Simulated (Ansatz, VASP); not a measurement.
# CsCu: VASP beside Ansatz

File INCAR:

```
SYSTEM = CsCu
ALGO = Fast
EDIFF = 1E-6
ENCUT = 520
GGA = PE
ISIF = 2
ISMEAR = 0
LASPH = .TRUE.
LCHARG = .FALSE.
LREAL = .FALSE.
LWAVE = .FALSE.
NBANDS = 28
NELM = 100
PREC = Accurate
SIGMA = 0.1
```

KPOINTS

```
k-points
0
G
  6 6 2
  0 0 0
```

The input POSCAR:

```
CsCu
1.0
    4.7657287700      0.0000000000      0.0000000000
   -2.3828643800      4.1272421800      0.0000000000
    0.0000000000      0.0000000000     13.6544902100
Cs Cu
2 2
Direct
    0.3333333300      0.6666666700      0.3262824000
    0.6666666700      0.3333333300      0.6737176000
    0.3333333300      0.6666666700      0.9040187200
    0.6666666700      0.3333333300      0.0959812800
```

Input for Ansatz:

```yaml
crystal:
  lattice:
    - [4.76572877, 0.0, 0.0]
    - [-2.38286438, 4.12724218, 0.0]
    - [0.0, 0.0, 13.65449021]
  atoms:
    - { symbol: Cs, position: [0.33333333, 0.66666667, 0.3262824] }
    - { symbol: Cs, position: [0.66666667, 0.33333333, 0.6737176] }
    - { symbol: Cu, position: [0.33333333, 0.66666667, 0.90401872] }
    - { symbol: Cu, position: [0.66666667, 0.33333333, 0.09598128] }
basis:
  ecutwfc: 420
kpoints:
  mp_grid: { grid: [6, 6, 2] }
hamiltonian:
  xc: pbe
scf:
  occupations: { method: gaussian, width: 0.1 }
  lower_state_search: "off"
output:
  forces: true
  stress: true
  eigenvalues: true
```

Alike in both runs: task single point; functional PBE; k mesh 6 × 6 × 2; occupations gaussian, width 0.1 eV; no spin polarisation.

```csv
,VASP,Ansatz
version,VASP 6.6.1,Ansatz 0.2.0
potentials or method,"VASP PAW PBE potentials, release 64 (Cs_sv, Cu), cutoff 520 eV","scalar-relativistic, plane waves, PAW"
valence electrons in the cell,40,56
```

```csv
,VASP,Ansatz,Ansatz less VASP
gap on the k mesh at the Fermi level (eV),none,none,-
pressure (GPa),-1.1,-1.1,0.00
"traceless stress, the component that is largest in VASP (GPa)",-1.71,-1.72,-0.006
rms of the force components (eV/Å),0.232,0.235,+0.0031
```

Atom by atom the forces differ by 0.003 eV/Å (rms over components). A gap of «none» marks a metal or a gap that the smearing closes. With one functional, cell and mesh, what is left measures potentials, basis and numerics. VASP's potentials hold 40 valence electrons a cell and Ansatz's 56, so a difference there can come from the potentials and not from the codes.

Neither program's run includes spin-orbit coupling.
